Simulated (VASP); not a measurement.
A run of VASP 6.6.1 is set up as follows.

INCAR

```
PREC = Accurate ; ENCUT = 520
EDIFF = 1E-6 ; ISMEAR = 0
SIGMA = 0.1 ; LREAL = F
LASPH = T ; NELM = 80
ALGO = Fast ; ISIF = 2
LWAVE = F ; LCHARG = F
GGA = PS ; NBANDS = 32
```

The input KPOINTS:

```
regular mesh
0
Gamma
  12 12 8
```

The input POSCAR:

```
Hf2B
1.0
    4.4129438602      0.0000000000      0.0000000000
   -2.2064719301      3.8217214884      0.0000000000
    0.0000000000      0.0000000000      5.4459017273
Hf B
4 2
Direct
    0.3333333333      0.6666666667      0.7500000000
    0.6666666667      0.3333333333      0.2500000000
    0.0000000000      0.0000000000      0.0000000000
    0.0000000000      0.0000000000      0.5000000000
    0.3333333333      0.6666666667      0.2500000000
    0.6666666667      0.3333333333      0.7500000000
```

Potentials or basis: VASP PAW PBE potentials, release 64 (Hf_pv, B).

Command:

```console
$ cat potpaw_PBE.64/Hf_pv/POTCAR potpaw_PBE.64/B/POTCAR > POTCAR
$ mpirun -np 1 vasp_std > vasp.out
```

**Question.** Predict the band gap on the k mesh.

**Answer.** Zero (bands 23 and 24 overlap by 0.98 eV).

**Question.** Estimate the pressure.

**Answer.** -0.4 GPa.

Caveat: the PAW data sets were made with another functional, which shifts forces and pressure a little; spin-orbit coupling is left out, which moves the levels of the heavy elements.
